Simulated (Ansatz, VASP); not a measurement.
## Ta: VASP beside Ansatz

File INCAR:

```
ALGO     = Normal         # electronic algorithm
EDIFF    = 1E-6           # SCF threshold, eV
ENCUT    = 500            # plane-wave cutoff, eV
GGA      = CA             # functional
GGA_COMPAT= False        
ISIF     = 2              # what is computed and relaxed
ISMEAR   = 0              # smearing method
LASPH    = True           # aspherical terms in the spheres
LCHARG   = False          # write CHGCAR
LREAL    = False          # projectors in reciprocal space
LWAVE    = False          # write WAVECAR
NBANDS   = 12             # bands
NELM     = 120            # most SCF steps
PREC     = Accurate       # precision mode
SIGMA    = 0.2            # smearing width, eV
```

The input KPOINTS:

```
k-points
0
Gamma
  20 20 20
```

File POSCAR:

```
Ta
1.0
   -1.7008184000      1.6017416000      1.6512800000
    1.7008184000     -1.6017416000      1.6512800000
    1.7008184000      1.6017416000     -1.6512800000
Ta
1
Direct
    0.0000000000      0.0000000000      0.0000000000
```

Input for Ansatz:

```yaml
crystal:
  lattice:
    - [-1.7008184, 1.6017416, 1.65128]
    - [1.7008184, -1.6017416, 1.65128]
    - [1.7008184, 1.6017416, -1.65128]
  atoms:
    - { symbol: Ta, position: [0.0, 0.0, 0.0] }
basis:
  ecutwfc: 420
kpoints:
  mp_grid: { grid: [20, 20, 20] }
hamiltonian:
  xc: lda
scf:
  occupations: { method: gaussian, width: 0.2 }
output:
  forces: true
  stress: true
  eigenvalues: true
```

Change from the starting cell: strain +0.0300 x Voigt [1, -1, 0, 0, 0, 0], atoms carried along.

Alike in both runs: task single point; functional LDA; k mesh 20 × 20 × 20; occupations gaussian, width 0.2 eV; no spin polarisation.

|  | VASP | Ansatz |
| --- | --- | --- |
| version | VASP 6.6.1 | Ansatz 0.2.0 |
| potentials or method | VASP PAW LDA potentials, release 64 (Ta_pv), cutoff 500 eV | scalar-relativistic, plane waves, PAW |
| valence electrons in the cell | 11 | 13 |

VASP gave:

```
gap on the k mesh at the Fermi level (eV)                     : none
pressure (GPa)                                                : -7.8
traceless stress, the component that is largest in VASP (GPa) : -3.22
```

**Question.** Which values does Ansatz return?

**Answer.** gap on the k mesh at the Fermi level (eV): none; pressure (GPa): -8.5; traceless stress, the component that is largest in VASP (GPa): -3.20.

LDA's correlation is that of Perdew and Zunger in VASP and of Perdew and Wang (1992) in Ansatz. A gap of «none» marks a metal or a gap that the smearing closes. VASP's potentials hold 11 valence electrons a cell and Ansatz's 13, so a difference there can come from the potentials and not from the codes.

Neither program's run includes spin-orbit coupling.
